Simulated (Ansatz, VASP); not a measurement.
## KMgF3 in VASP and in Ansatz

```
K Mg F
1.0
     3.99125    0.00000    0.00000
     0.00000    3.99125    0.00000
     0.05987    0.00000    3.99125
K Mg F
1 1 3
Direct
  0.50000 0.50000 0.50000
  0.00000 0.00000 0.00000
  0.00000 0.50000 0.00000
  0.00000 0.00000 0.50000
  0.50000 0.00000 0.00000
```

Change from the starting cell: shear of c along a, cell held, atoms relaxed: +1.5 %.

Alike in both runs: task single point; functional PBEsol; k mesh 6 × 6 × 6; occupations gaussian, width 0.02 eV; no spin polarisation.

|  | VASP | Ansatz |
| --- | --- | --- |
| version | VASP 6.6.1 | Ansatz 0.2.0 |
| potentials or method | VASP PAW PBE potentials, release 64 (K_sv, Mg, F), cutoff 520 eV | scalar-relativistic, plane waves, PAW |
| valence electrons in the cell | 32 | 40 |

Ansatz gave:

* gap on the k mesh at the Fermi level (eV): 7.11
* least direct gap on the mesh (eV): 7.41
* pressure (GPa): 0.0
* traceless stress, the component that is largest in VASP (GPa): -0.68

Q: Which values does VASP return?

A: gap on the k mesh at the Fermi level (eV): 7.09; least direct gap on the mesh (eV): 7.39; pressure (GPa): -0.4; traceless stress, the component that is largest in VASP (GPa): -0.69.

VASP's potentials were made for PBE, not for PBEsol. With one functional, cell and mesh, what is left measures potentials, basis and numerics. VASP's potentials hold 32 valence electrons a cell and Ansatz's 40, so a difference there can come from the potentials and not from the codes.
